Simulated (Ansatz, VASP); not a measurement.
Two plane-wave programs on NaZrO2

```
Na Zr O
1.0
     3.13777    0.00000    0.00000
    -1.56888    2.71738    0.00000
     0.00000    0.00000    5.97283
Na Zr O
1 1 2
Direct
  0.00000 0.00000 0.00000
  0.00000 0.00000 0.50000
  0.33333 0.66667 0.71732
  0.66667 0.33333 0.28268
```

Alike in both runs: task single point; functional PBE; k mesh 6 × 6 × 4; occupations gaussian, width 0.1 eV; collinear spin.

|  | VASP | Ansatz |
| --- | --- | --- |
| version | VASP 6.6.1 | Ansatz 0.2.0 |
| potentials or method | VASP PAW PBE potentials, release 64 (Na_pv, Zr_sv, O), cutoff 520 eV | scalar-relativistic, plane waves, PAW |
| valence electrons in the cell | 31 | 33 |

```tsv
	VASP	Ansatz	Ansatz less VASP
gap on the k mesh at the Fermi level (eV)	none	none	-
pressure (GPa)	0.3	0.1	-0.20
rms of the force components (eV/Å)	0.015	0.007	-0.0088
net moment per atom (μB)	0.02	0.02	+0.002
size of the moment on the site where the two differ most (μB)	0.04	0.03	-0.014
```

Site moments also hang on the region over which each program counts them. Atom by atom the forces differ by 0.009 eV/Å (rms over components). A gap of «none» marks a metal or a gap that the smearing closes. With one functional, cell and mesh, what is left measures potentials, basis and numerics. VASP's potentials hold 31 valence electrons a cell and Ansatz's 33, so a difference there can come from the potentials and not from the codes. Ansatz's warnings: seeded moment not kept.

The k mesh is coarse, so the values compare programs but aren't converged.
